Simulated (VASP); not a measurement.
**CaC2: single point with LDA**

The system is CaC2.

```
Ca C
1.0
    -2.03101    2.03101    3.12206
     2.03101   -2.03101    3.12206
     2.03101    2.03101   -3.12206
Ca C
1 2
Direct
  0.00000 0.00000 0.00000
  0.59789 0.59789 0.00000
  0.40211 0.40211 0.00000
```

This cell differs from its parent crystal: strain +0.050 along x and y, -0.025 along z.

```json
{
  "Program": "VASP 6.6.1",
  "Task": "single point",
  "Functional": "LDA",
  "Potentials or basis": "VASP PAW LDA potentials, release 64 (Ca_sv, C)",
  "Cutoff": "520 eV",
  "k mesh": "10 × 10 × 10",
  "Occupations": "gaussian, width 0.05 eV",
  "Spin": "no spin polarisation"
}
```

```yaml
Pressure: -2.1 GPa
Largest_force: 2.823 eV/Å
Band_gap_on_the_k_mesh: 1.70 eV, indirect (least direct gap 2.66 eV)
```

Forces on the atoms (eV/Å):
```
Ca   0.000  0.000  0.000
C    0.000  0.000  2.823
C    0.000  0.000 -2.823
```

Stress tensor (GPa, compression positive):
```
-7.58  0.00  0.00
 0.00 -7.58  0.00
 0.00  0.00  8.78
```

Levels at points of the mesh, in eV from the valence-band top:
| k point | band 5 | band 6 | band 7 | band 8 | band 9 | band 10 | band 11 | band 12 | band 13 | band 14 |
| --- | --- | --- | --- | --- | --- | --- | --- | --- | --- | --- |
| (0.00, 0.00, 0.00) | -12.41 | -2.39 | -1.72 | -0.83 | -0.83 | 3.37 | 3.37 | 4.65 | 4.76 | 5.73 |
| (0.50, 0.00, 0.00) | -12.08 | -3.76 | -1.93 | -1.56 | -0.52 | 5.16 | 5.93 | 6.14 | 6.20 | 6.31 |
| (0.50, 0.50, 0.00) | -12.15 | -2.50 | -2.46 | -1.29 | -0.96 | 1.70 | 6.19 | 6.52 | 6.93 | 7.16 |
| (0.50, 0.50, 0.50) | -12.17 | -3.78 | -1.48 | -1.48 | -0.05 | 3.36 | 5.51 | 6.25 | 6.82 | 6.82 |

Run time: 2.3 min on 1 thread of AMD EPYC 7R13, on a shared host, peak memory 0.18 GiB.

Caveat: the cell differs from its parent crystal (strain +0.050 along x and y, -0.025 along z); forces of over 1 eV/Å act on the atoms, so gaps and moduli don't describe the material at rest. A k mesh can miss the band edges.
